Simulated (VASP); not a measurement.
# Mg (I4/mmm) in VASP: a series of runs

Mg is run at these levels: PBE; tasks: single point.

Everything below comes from runs of VASP 6.6.1. Logs are shortened: lines on timing, memory, paths and dates and some standing lists are left out, and cuts for length are marked.

### Step 1. The cell of the first run

It takes space group I4/mmm (No. 139, tetragonal). Conventional cell: a = 3.543 Å, b = 3.543 Å, c = 3.341 Å, α = 90.00°, β = 90.00°, γ = 90.00°. Mg (site symmetry 4/mmm) has 14 Mg at 3.01 to 3.54 Å within 4.0 Å.

### Step 2. Single point, PBE (strained)

The input, INCAR:

```
  PREC = Accurate
  ENCUT = 520
  EDIFF = 1E-6
  ISMEAR = 0
  SIGMA = 0.1
  LREAL = F
  LASPH = T
  NELM = 100
  ALGO = Fast
  ISIF = 2
  LWAVE = F
  LCHARG = F
  GGA = PE
  NBANDS = 7
```

The input, KPOINTS:

```
Automatic mesh
0
Gamma
  16 16 16
```

The input, POSCAR:

```
Mg
1.0
   -1.7713647246      1.7713647246      1.6706711191
    1.7713647246     -1.7713647246      1.6706711191
    1.7713647246      1.7713647246     -1.6706711191
Mg
1
Direct
    0.0000000000      0.0000000000      0.0000000000
```

Potentials or basis: VASP PAW PBE potentials, release 64 (Mg).

Command:

```console
$ cat potpaw_PBE.64/Mg/POTCAR > POTCAR
$ mpirun -np 1 vasp_std > vasp.out
```

OUTCAR:

```text
PREC = Accurate
   ENCUT = 520
   EDIFF = 1E-6
   ISMEAR = 0
   LREAL = F
   LASPH = T
   NELM = 100
   ISIF = 2
   GGA = PE

 ion  position               nearest neighbor table
   1  0.000  0.000  0.000-

  LATTYP: Found a body centered tetragonal cell.
 ALAT       =     3.5427294492
 C/A-ratio  =     0.9431547868

  Lattice vectors:

 A1 = (  -1.7713647246,   1.7713647246,   1.6706711191)
 A2 = (   1.7713647246,  -1.7713647246,   1.6706711191)
 A3 = (   1.7713647246,   1.7713647246,  -1.6706711191)

Analysis of symmetry for initial positions (statically):
=====================================================================
 Subroutine PRICEL returns:
 Original cell was already a primitive cell.

 Routine SETGRP: Setting up the symmetry group for a
 body centered tetragonal supercell.

 Subroutine GETGRP returns: Found 16 space group operations
 (whereof 16 operations were pure point group operations)
 out of a pool of 16 trial point group operations.

The static configuration has the point symmetry D_4h.

Analysis of symmetry for dynamics (positions and initial velocities):
=====================================================================
 Subroutine PRICEL returns:
 Original cell was already a primitive cell.

 Routine SETGRP: Setting up the symmetry group for a
 body centered tetragonal supercell.

 Subroutine GETGRP returns: Found 16 space group operations
 (whereof 16 operations were pure point group operations)
 out of a pool of 16 trial point group operations.

The dynamic configuration has the point symmetry D_4h.

 Subroutine INISYM returns: Found 16 space group operations
 (whereof 16 operations are pure point group operations),
 and found     1 'primitive' translations

----------------------------------------------------------------------------------------

                                     Primitive cell

  volume of cell :      20.9685

  direct lattice vectors                    reciprocal lattice vectors
    -1.771364725  1.771364725  1.670671119     0.000000000  0.282268238  0.299280926
     1.771364725 -1.771364725  1.670671119     0.282268238  0.000000000  0.299280926
     1.771364725  1.771364725 -1.670671119     0.282268238  0.282268238  0.000000000

  length of vectors
     3.011080863  3.011080863  3.011080863     0.411393280  0.411393280  0.399187571

  position of ions in fractional coordinates (direct lattice)
     0.000000000  0.000000000  0.000000000

  ion indices of the primitive-cell ions
   primitive index   ion index
                 1           1

----------------------------------------------------------------------------------------

 KPOINTS: Automatic mesh

Automatic generation of k-mesh.
 Grid dimensions read from file:
 generate k-points for:   16   16   16

 Generating k-lattice:

  Cartesian coordinates                     Fractional coordinates (reciprocal lattice)
     0.000000000  0.017641765  0.018705058     0.062500000  0.000000000  0.000000000
     0.017641765  0.000000000  0.018705058     0.000000000  0.062500000  0.000000000
     0.017641765  0.017641765  0.000000000     0.000000000  0.000000000  0.062500000

  Length of vectors
     0.025712080  0.025712080  0.024949223

  Shift w.r.t. Gamma in fractional coordinates (k-lattice)
     0.000000000  0.000000000  0.000000000

 Subroutine IBZKPT returns following result:
 ===========================================

 Found    349 irreducible k-points:

 Following reciprocal coordinates:
            Coordinates               Weight
  0.000000  0.000000  0.000000      1.000000
  0.062500  0.000000  0.000000      8.000000
  0.125000  0.000000  0.000000      8.000000
  0.187500 -0.000000  0.000000      8.000000
  0.250000  0.000000  0.000000      8.000000
  0.312500  0.000000  0.000000      8.000000
[... 16 lines left out ...]
 -0.125000  0.062500  0.000000     16.000000
 -0.062500  0.062500  0.000000      4.000000
 [... further k-points ...]
   k-points           NKPTS =    349   k-points in BZ     NKDIM =    349   number of bands    NBANDS=      7
   number of dos      NEDOS =    301   number of ions     NIONS =      1
   total plane-waves  NPLWV =  13824
   dimension x,y,z NGX =    24 NGY =   24 NGZ =   24
   dimension x,y,z NGXF=    48 NGYF=   48 NGZF=   48
   ions per type =               1
   NGX,Y,Z   is equivalent  to a cutoff of  13.25, 13.25, 13.25 a.u.
   NGXF,Y,Z  is equivalent  to a cutoff of  26.50, 26.50, 26.50 a.u.
 SYSTEM =  unknown system
   PREC   = accura    normal or accurate (medium, high low for compatibility)
   ISTART =      0    job   : 0-new  1-cont  2-samecut
   ICHARG =      2    charge: 1-file 2-atom 10-const
   ISPIN  =      1    spin polarized calculation?
   LNONCOLLINEAR =      F non collinear calculations
   LSORBIT =      F    spin-orbit coupling
   LASPH  =      T    aspherical Exc in radial PAW
   ENCUT  =  520.0 eV  38.22 Ry    6.18 a.u.   5.60  5.60  5.60*2*pi/ulx,y,z
   NELM   =    100;   NELMIN=  2; NELMDL= -5     # of ELM steps
   EDIFF  = 0.1E-05   stopping-criterion for ELM
   LREAL  =      F    real-space projection
   EDIFFG = 0.1E-04   stopping-criterion for IOM
   NSW    =      0    number of steps for IOM
   IBRION =     -1    ionic relax: 0-MD 1-quasi-New 2-CG
   NFREE  =      0    steps in history (QN), initial steepest desc. (CG)
   ISIF   =      2    stress and relaxation
   ISYM   =      2    0-nonsym 1-usesym 2-fastsym
   POTIM  = 0.5000    time-step for ionic-motion
   TEBEG  =    0.0;   TEEND  =   0.0 temperature during run
   PSTRESS=    0.0 pullay stress
   NELECT =       2.0000    total number of electrons
   NUPDOWN=      -1.0000    fix difference up-down
   EMIN   =  10.00;   EMAX   =-10.00  energy-range for DOS
   EFERMI =   0.00;   METHOD = LEGACY
   ISMEAR =     0;   SIGMA  =   0.10  broadening in eV -4-tet -1-fermi 0-gaus
   EFERMI_NEDOS =   21; number of points for ismear=-14 and -15
   IALGO  =     68    algorithm
   IMIX   =      4    mixing-type and parameters
     AMIX     =   0.40;   BMIX     =  1.00
     AMIX_MAG =   1.60;   BMIX_MAG =  1.00
  volume/ion in A,a.u.               =      20.97       141.50
  Fermi-wavevector in a.u.,A,eV,Ry     =   0.747990  1.413496  7.612313  0.559489
  Thomas-Fermi vector in A             =   1.844174
   LORBIT       =      0    0 simple, 1 ext, 2 COOP (PROOUT), +10 PAW based schemes
   GGA     = PE    functional components
   LHFCALC =     F    Hartree Fock is set to
   AEXX    =    0.0000 exact exchange contribution
   IVDW    =     0    specifies the selected vdW correction
   LEPSILON=     F    determine dielectric tensor
   LRPA    =     F    only Hartree local field effects (RPA)
 non-spin polarized calculation
 RMM-DIIS sequential band-by-band and
 Gauss-broadening in eV      SIGMA  =   0.10
  energy-cutoff  :      520.00
  volume of cell :       20.97
 maximum number of plane-waves:       583
   NGX = 11   NGY = 11   NGZ = 11

 number of electron       2.0000000 magnetization

 Free energy of the ion-electron system (eV)
  ---------------------------------------------------
  ext. energy  EPLUGINS =         0.00000000
  ---------------------------------------------------
  free energy    TOTEN  =        -1.45820685 eV

  energy without entropy =       -1.45628589  energy(sigma->0) =       -1.45724637

 E-fermi :   3.1795     XC(G=0):  -8.7788

 val. band max:        3.1458568948   @ k =   0.3125   0.3125   0.1250
 cond. band min:       3.1847920649   @ k =   0.3750   0.1875   0.0625
 fundamental gap:      0.0389351701
 Fermi energy:         3.1794810475

 k-point     1 :       0.0000    0.0000    0.0000
  band No.  band energies     occupation
      1      -4.2035      2.00000
      2      15.9800      0.00000
      3      17.2466      0.00000
      4      17.2466      0.00000
      5      18.2084      0.00000
      6      18.8447      0.00000
      7      18.8447      0.00000

 k-point     2 :       0.0625    0.0000    0.0000
  band No.  band energies     occupation
      1      -4.1037      2.00000
      2      15.5449      0.00000
      3      16.0888      0.00000
      4      16.7225      0.00000
      5      17.4032      0.00000
      6      18.6888      0.00000
      7      19.3483      0.00000

 k-point     3 :       0.1250    0.0000    0.0000
  band No.  band energies     occupation
      1      -3.8049      2.00000
      2      13.8433      0.00000
      3      14.7195      0.00000
      4      15.7836      0.00000
      5      16.4701      0.00000
      6      17.9557      0.00000
      7      19.7844      0.00000

 k-point     4 :       0.1875   -0.0000    0.0000
  band No.  band energies     occupation
      1      -3.3092      2.00000
      2      11.5419      0.00000
      3      13.8872      0.00000
      4      14.8953      0.00000
      5      15.6050      0.00000
      6      17.2824      0.00000
      7      20.2315      0.00000

 k-point     5 :       0.2500    0.0000    0.0000
  band No.  band energies     occupation
      1      -2.6200      2.00000
      2       9.3443      0.00000
      3      13.1527      0.00000
      4      14.1594      0.00000
      5      14.8785      0.00000
      6      16.6399      0.00000
      7      20.7507      0.00000
[... 161 lines left out ...]
 k-point    22 :      -0.1875    0.0625   -0.0000
  band No.  band energies     occupation
      1      -3.5245      2.00000
      2      12.6236      0.00000
      3      13.2494      0.00000
      4      15.4088      0.00000
      5      16.3244      0.00000
      6      18.4898      0.00000
      7      19.7332      0.00000

 k-point    23 :      -0.1250    0.0625    0.0000
  band No.  band energies     occupation
      1      -3.9160      2.00000
      2      13.9173      0.00000
      3      15.1602      0.00000
      4      16.3066      0.00000
      5      17.0444      0.00000
      6      18.5982      0.00000
      7      19.5030      0.00000

 k-point    24 :      -0.0625    0.0625    0.0000
  band No.  band energies     occupation
      1      -4.1095      2.00000
      2      14.9196      0.00000
      3      16.7972      0.00000
      4      16.9001      0.00000
      5      17.4775      0.00000
      6      18.7035      0.00000
      7      18.9412      0.00000

 [... further k-points ...]

------------------------ aborting loop because EDIFF is reached ----------------------------------------

  FORCE on cell =-STRESS in cart. coord.  units (eV):
  Direction    XX          YY          ZZ          XY          YZ          ZX
  --------------------------------------------------------------------------------------
  -------------------------------------------------------------------------------------
  Total        0.4901224      0.4901224      0.4752232      0.0000000     -0.0000000      0.0000000
  in kB       37.4496893     37.4496893     36.3112589      0.0000000     -0.0000000      0.0000000
  external PRESSURE =      37.0702125 kB  Pullay stress =       0.0000000 kB

 VOLUME and BASIS-vectors are now :
 -----------------------------------------------------------------------------
  energy-cutoff  :      520.00
  volume of cell :       20.97
      direct lattice vectors                 reciprocal lattice vectors
    -1.771364725  1.771364725  1.670671119     0.000000000  0.282268238  0.299280926
     1.771364725 -1.771364725  1.670671119     0.282268238  0.000000000  0.299280926
     1.771364725  1.771364725 -1.670671119     0.282268238  0.282268238  0.000000000

 POSITION                                       TOTAL-FORCE (eV/Angst)
 -----------------------------------------------------------------------------------
      0.00000      0.00000      0.00000        -0.000000      0.000000      0.000000
 -----------------------------------------------------------------------------------
    total drift:                                0.000000      0.000000      0.000000

  FREE ENERGIE OF THE ION-ELECTRON SYSTEM (eV)
  ---------------------------------------------------
  free  energy   TOTEN  =        -1.4582068464 eV

  energy  without entropy=       -1.4562858880  energy(sigma->0) =       -1.45724637
```

Run time: 44 s. Hardware: 1 thread of Intel Xeon 8259CL, shared host; peak memory 0.18 GiB.

Results:

- Free energy: -1.4582 eV
- Pressure: 3.7 GPa
- Band gap on the k mesh: zero (bands 1 and 2 overlap by 4.84 eV)

Levels at points of the mesh, in eV from the Fermi level:
```
           k point  band 1  band 2  band 3  band 4  band 5  band 6
(0.00, 0.00, 0.00)   -7.38   12.80   14.07   14.07   15.03   15.67
(0.50, 0.00, 0.00)   -1.56   -0.78    8.58    9.70   10.40   12.10
(0.50, 0.50, 0.00)   -1.84   -1.22    9.69   10.77   11.59   12.53
(0.50, 0.50, 0.50)    3.62    3.62    3.69    4.19    5.11    8.61
```

Caveat: the cell differs from its parent crystal (strained); the cell stands under pressure.

### Step 3. Single point, PBE (strained)

The input, INCAR:

```
PREC     = Accurate       # precision mode
ENCUT    = 520            # plane-wave cutoff, eV
EDIFF    = 1E-7           # SCF threshold, eV
ISMEAR   = 0              # smearing method
SIGMA    = 0.1            # smearing width, eV
LREAL    = F              # projectors in reciprocal space
LASPH    = T              # aspherical terms in the spheres
NELM     = 60             # most SCF steps
ALGO     = Fast           # electronic algorithm
ISIF     = 2              # what is computed and relaxed
LWAVE    = F              # write WAVECAR
LCHARG   = F              # write CHGCAR
GGA      = PE             # functional
NBANDS   = 7              # bands
```

KPOINTS is that of step 2.

The input, POSCAR:

```
Mg
1.0
   -1.7723928799      1.7723928799      1.7219937059
    1.7723928799     -1.7723928799      1.7219937059
    1.7723928799      1.7723928799     -1.7219937059
Mg
1
Direct
    0.0000000000      0.0000000000      0.0000000000
```

Potentials or basis: VASP PAW PBE potentials, release 64 (Mg).

Command:

```console
$ cat potpaw_PBE.64/Mg/POTCAR > POTCAR
$ mpirun -np 1 vasp_std > vasp.out
```

Wall time 46 s (1 thread of Intel Xeon 8259CL, shared host); peak memory 0.18 GiB.

It converged, with:

| Property | Result |
| --- | --- |
| Free energy | -1.4701 eV |
| Pressure | 2.2 GPa |
| Band gap on the k mesh | zero (bands 1 and 2 overlap by 4.84 eV) |

Levels at points of the mesh, in eV from the Fermi level:
```tsv
k point	band 1	band 2	band 3	band 4	band 5	band 6
(0.00, 0.00, 0.00)	-7.23	13.01	13.61	13.61	15.14	15.68
(0.50, 0.00, 0.00)	-1.55	-0.85	8.65	9.62	10.39	11.91
(0.50, 0.50, 0.00)	-1.68	-1.06	9.18	10.12	10.96	12.13
(0.50, 0.50, 0.50)	3.78	3.78	3.85	4.12	4.49	8.16
```

Caveat: the cell differs from its parent crystal (strained).
